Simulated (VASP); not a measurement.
Runs of VASP 6.6.1 on TaAs. The structure is that of space group Fm-3m (No. 225), or close to it. The cells are those of the table. 

```tsv
task	cell	cutoff (eV)	ions in elastic constants	gap on the mesh (eV)	pressure (GPa)
single point	a = 3.728 Å, angles 60.0°, 2 atoms	520	-	none	-5.6
single point	a = 3.655 Å, angles 60.0°, 2 atoms	520	-	none	4.3
single point	a = 3.698, b = 3.679, c = 3.679 Å, angles 59.7, 59.8, 59.8°, 2 atoms	520	-	none	0.7
single point	a = 3.679 Å, angles 60.0°, 2 atoms	520	-	none	1.2
single point	a = 3.704 Å, angles 60.0°, 2 atoms	520	-	none	-2.6
single point	a = 3.630 Å, angles 60.0°, 2 atoms	520	-	none	(a)
single point	a = 3.676 Å, angles 60.0°, 2 atoms	520	-	none	(b)
single point	a = 3.681 Å, angles 60.0°, 2 atoms	520	-	none	0.4
```

Alike in all rows: level PBEsol; potentials or basis VASP PAW PBE potentials, release 64 (Ta_pv, As); no spin polarisation; k mesh 10 × 10 × 10; smearing gaussian 0.05 eV.

Problem. Estimate the missing entries.

Solution. (a) 8.4; (b) 1.1.

Caveats: the PAW data sets were made with another functional, which shifts forces and pressure a little; spin-orbit coupling is left out, which moves the levels of the heavy elements.

A k mesh can miss the band edges, and the runs leave out spin-orbit coupling on As, Ta.

A gap of «none» marks levels without a gap at the run's occupations.
